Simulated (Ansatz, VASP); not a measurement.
**BiS in VASP and in Ansatz**

Contents of INCAR:

```
PREC = Accurate
ENCUT = 500
EDIFF = 1E-6
ISMEAR = -1
SIGMA = 0.05
LREAL = False
LASPH = True
NELM = 120
ALGO = Normal
ISIF = 2
LWAVE = False
LCHARG = False
GGA = B5
ALDAX = 1.0
AGGAX = 1.0
AGGAC = 1.0
ALDAC = 0.0
NBANDS = 18
GGA_COMPAT = False
```

KPOINTS

```
regular mesh
0
Gamma
  7 7 7
```

File POSCAR:

```
BiS
1.0
    4.0029443400      0.0000000000      0.0000000000
    0.0000000000      4.0029443400      0.0000000000
    0.0000000000      0.0000000000      4.0029443400
Bi S
1 1
Direct
    0.5000000000      0.5000000000      0.5000000000
    0.0000000000      0.0000000000      0.0000000000
```

input.yaml

```yaml
crystal:
  lattice:
    - [4.00294434, 0.0, 0.0]
    - [0.0, 4.00294434, 0.0]
    - [0.0, 0.0, 4.00294434]
  atoms:
    - { symbol: Bi, position: [0.5, 0.5, 0.5] }
    - { symbol: S, position: [0.0, 0.0, 0.0] }
hamiltonian:
  xc: blyp
  pseudopotentials: { kind: paw }
kpoints:
  mp_grid: { grid: [7, 7, 7] }
  band_path:
    path:
      - [[0.0, 0.0, 0.0], [0.0, 0.5, 0.0], [0.5, 0.5, 0.0], [0.0, 0.0, 0.0], [0.5, 0.5, 0.5], [0.0, 0.5, 0.0]]
      - [[0.5, 0.5, 0.0], [0.5, 0.5, 0.5]]
    npoints: 14
scf:
  occupations: { method: fermi_dirac, width: 0.05 }
  n_extra_bands: 6
output:
  forces: true
  stress: true
  eigenvalues: true
  fatbands: false
```

Alike in both runs: functional BLYP; k mesh 7 × 7 × 7; occupations fermi-dirac, width 0.05 eV; no spin polarisation.

|  | VASP | Ansatz |
| --- | --- | --- |
| version | VASP 6.6.1 | Ansatz 0.2.0 |
| potentials or method | VASP PAW PBE potentials, release 64 (Bi_d, S) | Ansatz PAW |
| plane-wave cutoff (eV) | 500 | 420 |
| valence electrons in the cell | 21 | 21 |
| task | single point | band structure |

```csv
,VASP,Ansatz,Ansatz less VASP
gap on the k mesh at the Fermi level (eV),none,none,-
pressure (GPa),-8.0,-7.9,+0.03
```

VASP's potentials were made for PBE, not for BLYP. A gap of «none» marks a metal or a gap that the smearing closes. The functional is the same, so the differences come from potentials, cutoffs and numerics.

Spin-orbit coupling is off throughout.
